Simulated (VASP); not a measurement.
A run of VASP 6.6.1 is set up as follows.

File POSCAR:

```
C
1.0
    2.5346945611      0.0000000000      0.0000000000
   -1.2673472805      2.1951098808      0.0000000000
    0.0000000000      0.0000000000      8.3622368722
C
8
Direct
    0.0000000000      0.0000000000      0.0008143040
    0.3333333333      0.6666666667      0.2492477410
    0.0000000000      0.0000000000      0.5008143040
    0.6666666667      0.3333333333      0.7492477410
    0.0000000000      0.0000000000      0.1866856960
    0.3333333333      0.6666666667      0.4382522590
    0.0000000000      0.0000000000      0.6866856960
    0.6666666667      0.3333333333      0.9382522590
```

INCAR.step1

```
SYSTEM = C
ALGO = Normal
EDIFF = 1E-5
ENCUT = 1430
GGA = PE
GGA_COMPAT = .False.
ISMEAR = 0
LASPH = .True.
LCHARG = .False.
LREAL = .False.
LWAVE = .True.
NBANDS = 26
NELM = 120
PREC = Accurate
SIGMA = 0.01
```

File INCAR.step2:

```
SYSTEM = C
ALGO = Normal
EDIFF = 1E-6
ENCUT = 1430
GGA_COMPAT = .False.
ISIF = 2
ISMEAR = 0
ISTART = 1
LASPH = .True.
LCHARG = .True.
LELF = .True.
LMIXTAU = .True.
LREAL = .False.
LVHAR = .True.
LWAVE = .False.
METAGGA = R2SCAN
NBANDS = 26
NELM = 120
PREC = Accurate
SIGMA = 0.01
```

File KPOINTS:

```
k-points
0
Gamma
  9 9 4
  0 0 0
```

Potentials or basis: VASP PAW PBE potentials, release 64 (C_h).

Run with:

```sh
$ cat potpaw_PBE.64/C_h/POTCAR > POTCAR
$ cp INCAR.step1 INCAR
$ mpirun -np 1 vasp_std > vasp.out
$ cp INCAR.step2 INCAR
$ mpirun -np 1 vasp_std > vasp.out
```

(1) Estimate the band gap on the k mesh.

(2) Predict the largest force.

Answers

(1) 4.75 eV (least direct gap 5.52 eV).

(2) 0.029 eV/Å.

Caveat: the cell stands under tension; the PAW data sets were made with another functional, which shifts forces and pressure a little.
